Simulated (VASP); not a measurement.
# WC (Amm2) in VASP: further runs

Runs on WC. Level: r2SCAN. Tasks: single point.

Program: VASP 6.6.1. These are calculated values, not measurements. Logs are shortened: lines on timing, memory, paths and dates and some standing lists are left out, and cuts for length are marked.

**1. The cell of the first run**

Symmetry: Amm2, No. 38, orthorhombic system. The conventional cell has a = 2.829 Å, b = 2.886 Å, c = 5.049 Å, α = 90.00°, β = 90.00°, γ = 90.00°. Within 3.0 Å of W (site symmetry mm2) lie 6 C at 2.19 to 2.20 Å and 8 W at 2.83 to 2.91 Å. Within 3.0 Å of C (site symmetry mm2) lie 6 W at 2.19 to 2.20 Å and 8 C at 2.83 to 2.91 Å.

**2. Single point, r2SCAN (strain -0.0050 x Voigt [1, -1, 0, 0, 0, 0])**

POSCAR reads:

```
WC
1.0
    2.8859989288      0.0000000000      0.0000000000
   -1.4429994644      2.5244674669      0.0000000000
    0.0000000000      0.0000000000      2.8290000000
W C
1 1
Direct
    0.0000000000      0.0000000000      0.0000000000
    0.6666666667      0.3333333333      0.5000000000
```

INCAR.step1 reads:

```
SYSTEM = WC
PREC = Accurate
ENCUT = 520
ISMEAR = 0
SIGMA = 0.15
LREAL = .FALSE.
LASPH = .TRUE.
NELM = 100
NBANDS = 16
GGA = PE
ALGO = Normal
EDIFF = 1E-4
LWAVE = .TRUE.
LCHARG = .FALSE.
```

INCAR.step2 reads:

```
SYSTEM = WC
PREC = Accurate
ENCUT = 520
EDIFF = 1E-6
ISMEAR = 0
SIGMA = 0.15
LREAL = .FALSE.
LASPH = .TRUE.
NELM = 100
ALGO = Normal
ISIF = 2
LWAVE = .FALSE.
LCHARG = .FALSE.
METAGGA = R2SCAN
LMIXTAU = .TRUE.
NBANDS = 16
ISTART = 1
```

KPOINTS reads:

```
Automatic mesh
0
G
  18 18 16
  0 0 0
```

Potentials or basis: VASP PAW PBE potentials, release 64 (W_sv, C).

Run with:

```
cat potpaw_PBE.64/W_sv/POTCAR potpaw_PBE.64/C/POTCAR > POTCAR
cp INCAR.step1 INCAR
mpirun -np 1 vasp_std > vasp.out
cp INCAR.step2 INCAR
mpirun -np 1 vasp_std > vasp.out
```

OUTCAR:

```text
SYSTEM = WC
   PREC = Accurate
   ENCUT = 520
   EDIFF = 1E-6
   ISMEAR = 0
   LREAL = .FALSE.
   LASPH = .TRUE.
   NELM = 100
   ISIF = 2
   METAGGA = R2SCAN
   ISTART = 1

 ion  position               nearest neighbor table
   1  0.000  0.000  0.000-   2 2.19   2 2.19   2 2.19   2 2.19   2 2.20   2 2.20
   2  0.667  0.333  0.500-   1 2.19   1 2.19   1 2.19   1 2.19   1 2.20   1 2.20

  LATTYP: Found a base centered orthorhombic cell.
 ALAT       =     2.8859989288
 B/A-ratio  =     1.7494583534
 C/A-ratio  =     0.9802498441

  Lattice vectors:

 A1 = (   1.4429994644,  -2.5244674669,   0.0000000000)
 A2 = (   1.4429994644,   2.5244674669,   0.0000000000)
 A3 = (   0.0000000000,   0.0000000000,   2.8290000000)

Analysis of symmetry for initial positions (statically):
=====================================================================
 Subroutine PRICEL returns:
 Original cell was already a primitive cell.

 Routine SETGRP: Setting up the symmetry group for a
 base centered orthorhombic supercell.

 Subroutine GETGRP returns: Found  4 space group operations
 (whereof  4 operations were pure point group operations)
 out of a pool of  8 trial point group operations.

The static configuration has the point symmetry C_2v.

Analysis of symmetry for dynamics (positions and initial velocities):
=====================================================================
 Subroutine PRICEL returns:
 Original cell was already a primitive cell.

 Routine SETGRP: Setting up the symmetry group for a
 base centered orthorhombic supercell.

 Subroutine GETGRP returns: Found  4 space group operations
 (whereof  4 operations were pure point group operations)
 out of a pool of  8 trial point group operations.

The dynamic configuration has the point symmetry C_2v.

 Subroutine INISYM returns: Found  4 space group operations
 (whereof  4 operations are pure point group operations),
 and found     1 'primitive' translations

----------------------------------------------------------------------------------------

                                     Primitive cell

  volume of cell :      20.6110

  direct lattice vectors                    reciprocal lattice vectors
     2.885998929  0.000000000  0.000000000     0.346500475  0.198061574  0.000000000
    -1.442999464  2.524467467  0.000000000     0.000000000  0.396123148  0.000000000
     0.000000000  0.000000000  2.829000000     0.000000000  0.000000000  0.353481796

  length of vectors
     2.885998929  2.907779814  2.829000000     0.399112724  0.396123148  0.353481796

  position of ions in fractional coordinates (direct lattice)
     0.000000000  0.000000000  0.000000000
     0.666666667  0.333333333  0.500000000

  ion indices of the primitive-cell ions
   primitive index   ion index
                 1           1
                 2           2

----------------------------------------------------------------------------------------

 KPOINTS: Automatic mesh

Automatic generation of k-mesh.
 Grid dimensions read from file:
 generate k-points for:   18   18   16

 Generating k-lattice:

  Cartesian coordinates                     Fractional coordinates (reciprocal lattice)
     0.019250026  0.011003421  0.000000000     0.055555556 -0.000000000  0.000000000
     0.000000000  0.022006842  0.000000000     0.000000000  0.055555556  0.000000000
     0.000000000  0.000000000  0.022092612     0.000000000  0.000000000  0.062500000

  Length of vectors
     0.022172929  0.022006842  0.022092612

  Shift w.r.t. Gamma in fractional coordinates (k-lattice)
     0.000000000  0.000000000  0.000000000

 Subroutine IBZKPT returns following result:
 ===========================================

 Found    819 irreducible k-points:

 Following reciprocal coordinates:
            Coordinates               Weight
  0.000000  0.000000  0.000000      1.000000
  0.055556  0.000000  0.000000      4.000000
  0.111111  0.000000  0.000000      4.000000
  0.166667  0.000000  0.000000      4.000000
  0.222222 -0.000000  0.000000      4.000000
  0.277778 -0.000000  0.000000      4.000000
[... 16 lines left out ...]
 -0.333333  0.055556  0.000000      4.000000
 -0.277778  0.055556  0.000000      4.000000
 [... further k-points ...]
   k-points           NKPTS =    819   k-points in BZ     NKDIM =    819   number of bands    NBANDS=     16
   number of dos      NEDOS =    301   number of ions     NIONS =      2
   total plane-waves  NPLWV =  13824
   dimension x,y,z NGX =    24 NGY =   24 NGZ =   24
   dimension x,y,z NGXF=    48 NGYF=   48 NGZF=   48
   ions per type =               1   1
   NGX,Y,Z   is equivalent  to a cutoff of  13.83, 13.72, 14.10 a.u.
   NGXF,Y,Z  is equivalent  to a cutoff of  27.65, 27.44, 28.21 a.u.
 SYSTEM =  WC
   PREC   = accura    normal or accurate (medium, high low for compatibility)
   ISTART =      1    job   : 0-new  1-cont  2-samecut
   ICHARG =      0    charge: 1-file 2-atom 10-const
   ISPIN  =      1    spin polarized calculation?
   LNONCOLLINEAR =      F non collinear calculations
   LSORBIT =      F    spin-orbit coupling
   LASPH  =      T    aspherical Exc in radial PAW
   ENCUT  =  520.0 eV  38.22 Ry    6.18 a.u.   5.37  5.41  5.26*2*pi/ulx,y,z
   NELM   =    100;   NELMIN=  2; NELMDL=  0     # of ELM steps
   EDIFF  = 0.1E-05   stopping-criterion for ELM
   LREAL  =      F    real-space projection
[... 7 lines left out ...]
   TEBEG  =    0.0;   TEEND  =   0.0 temperature during run
   PSTRESS=    0.0 pullay stress
   NELECT =      18.0000    total number of electrons
   NUPDOWN=      -1.0000    fix difference up-down
   EMIN   =  10.00;   EMAX   =-10.00  energy-range for DOS
   EFERMI =   0.00;   METHOD = LEGACY
   ISMEAR =     0;   SIGMA  =   0.15  broadening in eV -4-tet -1-fermi 0-gaus
   EFERMI_NEDOS =   21; number of points for ismear=-14 and -15
   IALGO  =     38    algorithm
   IMIX   =      4    mixing-type and parameters
     AMIX     =   0.40;   BMIX     =  1.00
     AMIX_MAG =   1.60;   BMIX_MAG =  1.00
  volume/ion in A,a.u.               =      10.31        69.54
  Fermi-wavevector in a.u.,A,eV,Ry     =   1.564826  2.957092 33.316317  2.448680
  Thomas-Fermi vector in A             =   2.667392
   LORBIT       =      0    0 simple, 1 ext, 2 COOP (PROOUT), +10 PAW based schemes
   METAGGA = R2SCAN    functional components
   LHFCALC =     F    Hartree Fock is set to
   AEXX    =    0.0000 exact exchange contribution
   IVDW    =     0    specifies the selected vdW correction
   LEPSILON=     F    determine dielectric tensor
   LRPA    =     F    only Hartree local field effects (RPA)
 non-spin polarized calculation
 Gauss-broadening in eV      SIGMA  =   0.15
  energy-cutoff  :      520.00
  volume of cell :       20.61
 maximum number of plane-waves:       580
 NGX is ok and might be reduce to    24
   NGX = 11   NGY = 11   NGZ = 11

 number of electron      18.0000001 magnetization

 Free energy of the ion-electron system (eV)
  ---------------------------------------------------
  ext. energy  EPLUGINS =         0.00000000
  ---------------------------------------------------
  free energy    TOTEN  =       -61.60629350 eV

  energy without entropy =      -61.60321348  energy(sigma->0) =      -61.60475349

 E-fermi :  11.0653     XC(G=0): -15.0139

 val. band max:       11.0449097343   @ k =   0.4444   0.2222   0.0000
 cond. band min:      11.0678785216   @ k =   0.0000   0.0556   0.2500
 fundamental gap:      0.0229687874
 Fermi energy:        11.0652535325

 k-point     1 :       0.0000    0.0000    0.0000
  band No.  band energies     occupation
      1     -64.8700      2.00000
      2     -28.1749      2.00000
      3     -28.0782      2.00000
      4     -28.0568      2.00000
      5      -4.2339      2.00000
      6       6.5279      2.00000
[... 8 lines left out ...]
     15      26.3956      0.00000
     16      28.6124      0.00000

 k-point     2 :       0.0556    0.0000    0.0000
  band No.  band energies     occupation
      1     -64.8680      2.00000
      2     -28.1712      2.00000
      3     -28.0953      2.00000
      4     -28.0746      2.00000
      5      -4.1486      2.00000
      6       6.5645      2.00000
[... 8 lines left out ...]
     15      26.1836      0.00000
     16      28.8267      0.00000

 k-point     3 :       0.1111    0.0000    0.0000
  band No.  band energies     occupation
      1     -64.8620      2.00000
      2     -28.1728      2.00000
      3     -28.1606      2.00000
      4     -28.0973      2.00000
      5      -3.8997      2.00000
      6       6.5527      2.00000
[... 8 lines left out ...]
     15      25.8408      0.00000
     16      29.3713      0.00000

 k-point     4 :       0.1667    0.0000    0.0000
  band No.  band energies     occupation
      1     -64.8529      2.00000
      2     -28.2954      2.00000
      3     -28.1443      2.00000
      4     -28.1262      2.00000
      5      -3.5071      2.00000
      6       6.1637      2.00000
[... 8 lines left out ...]
     15      25.6672      0.00000
     16      30.1933      0.00000
[... 324 lines left out ...]
 k-point    22 :      -0.3889    0.0556    0.0000
  band No.  band energies     occupation
      1     -64.8128      2.00000
      2     -28.8015      2.00000
      3     -28.2603      2.00000
      4     -28.0723      2.00000
      5      -1.5115      2.00000
      6       4.2530      2.00000
[... 8 lines left out ...]
     15      26.8886      0.00000
     16      28.7597      0.00000

 k-point    23 :      -0.3333    0.0556    0.0000
  band No.  band energies     occupation
      1     -64.8229      2.00000
      2     -28.6762      2.00000
      3     -28.2271      2.00000
      4     -28.0906      2.00000
      5      -2.0790      2.00000
      6       4.7055      2.00000
[... 8 lines left out ...]
     15      26.8457      0.00000
     16      29.2257      0.00000

 k-point    24 :      -0.2778    0.0556    0.0000
  band No.  band energies     occupation
      1     -64.8345      2.00000
      2     -28.5304      2.00000
      3     -28.1895      2.00000
      4     -28.1114      2.00000
      5      -2.6651      2.00000
      6       5.2480      2.00000
[... 8 lines left out ...]
     15      26.1037      0.00000
     16      30.3534      0.00000

 [... further k-points ...]

------------------------ aborting loop because EDIFF is reached ----------------------------------------

  FORCE on cell =-STRESS in cart. coord.  units (eV):
  Direction    XX          YY          ZZ          XY          YZ          ZX
  --------------------------------------------------------------------------------------
  -------------------------------------------------------------------------------------
  Total        1.1718367      0.4703381      0.7941516      0.0000000      0.0000000      0.0000000
  in kB       91.0916922     36.5613166     61.7326728      0.0000000      0.0000000      0.0000000
  external PRESSURE =      63.1285605 kB  Pullay stress =       0.0000000 kB

 VOLUME and BASIS-vectors are now :
 -----------------------------------------------------------------------------
  energy-cutoff  :      520.00
  volume of cell :       20.61
      direct lattice vectors                 reciprocal lattice vectors
     2.885998929  0.000000000  0.000000000     0.346500475  0.198061574  0.000000000
    -1.442999464  2.524467467  0.000000000     0.000000000  0.396123148  0.000000000
     0.000000000  0.000000000  2.829000000     0.000000000  0.000000000  0.353481796

 POSITION                                       TOTAL-FORCE (eV/Angst)
 -----------------------------------------------------------------------------------
      0.00000      0.00000      0.00000        -0.000000     -0.054020      0.000000
      1.44300      0.84149      1.41450         0.000000      0.054020      0.000000
 -----------------------------------------------------------------------------------
    total drift:                               -0.000000      0.000071      0.000000

  FREE ENERGIE OF THE ION-ELECTRON SYSTEM (eV)
  ---------------------------------------------------
  free  energy   TOTEN  =       -61.6062934961 eV

  energy  without entropy=      -61.6032134833  energy(sigma->0) =      -61.60475349
```

Wall time 11 min (1 thread of Intel Xeon Platinum 8259CL at 2.50GHz (Skylake/Cascade Lake), shared host); peak memory 0.37 GiB.

What came out:

- Free energy: -61.6063 eV
- Pressure: 6.3 GPa
- Largest force: 0.054 eV/Å
- Band gap on the k mesh: zero (bands 9 and 10 overlap by 1.23 eV)

Forces on the atoms (eV/Å):
```
W    0.000 -0.054  0.000
C    0.000  0.054  0.000
```

Stress tensor (GPa, compression positive):
```
9.11 0.00 0.00
0.00 3.66 0.00
0.00 0.00 6.17
```

Levels at points of the mesh, in eV from the Fermi level:
| k point | band 6 | band 7 | band 8 | band 9 | band 10 | band 11 | band 12 | band 13 |
| --- | --- | --- | --- | --- | --- | --- | --- | --- |
| (0.00, 0.00, 0.00) | -4.54 | -3.61 | -3.43 | 0.10 | 3.43 | 3.47 | 5.95 | 6.05 |
| (0.50, 0.00, 0.00) | -7.36 | -3.79 | -3.72 | -0.55 | 2.49 | 4.76 | 5.18 | 7.32 |
| (0.00, 0.50, 0.00) | -7.39 | -3.79 | -3.76 | -0.45 | 2.57 | 4.78 | 5.15 | 7.35 |
| (0.00, 0.00, 0.50) | -9.06 | -2.15 | -2.09 | -0.69 | -0.48 | 3.86 | 4.79 | 4.92 |
| (0.50, 0.00, 0.50) | -6.78 | -4.58 | -4.39 | 0.27 | 4.66 | 5.56 | 7.03 | 9.75 |
| (0.00, 0.50, 0.50) | -6.77 | -4.45 | -4.40 | 0.16 | 4.62 | 5.52 | 7.08 | 9.73 |

Caveat: the cell differs from its parent crystal (strain -0.0050 x Voigt [1, -1, 0, 0, 0, 0]); the cell stands under pressure; the PAW data sets were made with another functional, which shifts forces and pressure a little; spin-orbit coupling is left out, which moves the levels of the heavy elements.

**3. Single point, r2SCAN (strain +0.0175 x Voigt [1, -1, 0, 0, 0, 0])**

POSCAR reads:

```
WC
1.0
    2.9512602111      0.0000000000      0.0000000000
   -1.4756301056      2.4679495386      0.0000000000
    0.0000000000      0.0000000000      2.8290000000
W C
1 1
Direct
    0.0000000000      0.0000000000      0.0000000000
    0.6666666667      0.3333333333      0.5000000000
```

INCAR.step1 reads:

```
SYSTEM = WC
PREC = Accurate
ENCUT = 520
ISMEAR = 0
SIGMA = 0.15
LREAL = .False.
LASPH = .True.
NELM = 80
NBANDS = 16
GGA = PE
ALGO = Normal
EDIFF = 1E-4
LWAVE = .True.
LCHARG = .False.
```

INCAR.step2 reads:

```
SYSTEM = WC
PREC = Accurate
ENCUT = 520
EDIFF = 1E-6
ISMEAR = 0
SIGMA = 0.15
LREAL = .False.
LASPH = .True.
NELM = 80
ALGO = Normal
ISIF = 2
LWAVE = .False.
LCHARG = .False.
METAGGA = R2SCAN
LMIXTAU = .True.
NBANDS = 16
ISTART = 1
```

KPOINTS reads:

```
regular mesh
0
Gamma
  18 18 16
  0 0 0
```

Potentials or basis: VASP PAW PBE potentials, release 64 (W_sv, C).

Run with:

```
cat potpaw_PBE.64/W_sv/POTCAR potpaw_PBE.64/C/POTCAR > POTCAR
cp INCAR.step1 INCAR
mpirun -np 1 vasp_std > vasp.out
cp INCAR.step2 INCAR
mpirun -np 1 vasp_std > vasp.out
```

It took 9.9 min on 1 thread of Intel Xeon Platinum 8259CL at 2.50GHz (Skylake/Cascade Lake), shared host; peak memory 0.37 GiB.

It converged, with:

| Property | Result |
| --- | --- |
| Free energy | -61.5871 eV |
| Pressure | 6.7 GPa |
| Largest force | 0.204 eV/Å |
| Band gap on the k mesh | zero (bands 9 and 10 overlap by 1.23 eV) |

Forces on the atoms (eV/Å):
```
W    0.000  0.204  0.000
C    0.000 -0.204  0.000
```

Stress tensor (GPa, compression positive):
```
-2.14  0.00  0.00
 0.00 15.88  0.00
 0.00  0.00  6.22
```

Levels at points of the mesh, in eV from the Fermi level:
```
           k point  band 6  band 7  band 8  band 9  band 10  band 11  band 12  band 13
(0.00, 0.00, 0.00)   -4.56   -3.84   -3.21    0.07     3.37     3.52     5.81     6.15
(0.50, 0.00, 0.00)   -7.42   -3.81   -3.80   -0.42     2.60     4.59     5.30     7.35
(0.00, 0.50, 0.00)   -7.33   -3.82   -3.64   -0.75     2.32     4.80     5.17     7.26
(0.00, 0.00, 0.50)   -9.07   -2.21   -2.06   -0.97    -0.23     3.84     4.62     5.07
(0.50, 0.00, 0.50)   -6.78   -4.48   -4.32    0.09     4.52     5.54     7.08     9.68
(0.00, 0.50, 0.50)   -6.81   -4.84   -4.40    0.49     4.76     5.62     6.90     9.79
```

Caveat: the cell differs from its parent crystal (strain +0.0175 x Voigt [1, -1, 0, 0, 0, 0]); the cell stands under pressure; the PAW data sets were made with another functional, which shifts forces and pressure a little; spin-orbit coupling is left out, which moves the levels of the heavy elements.
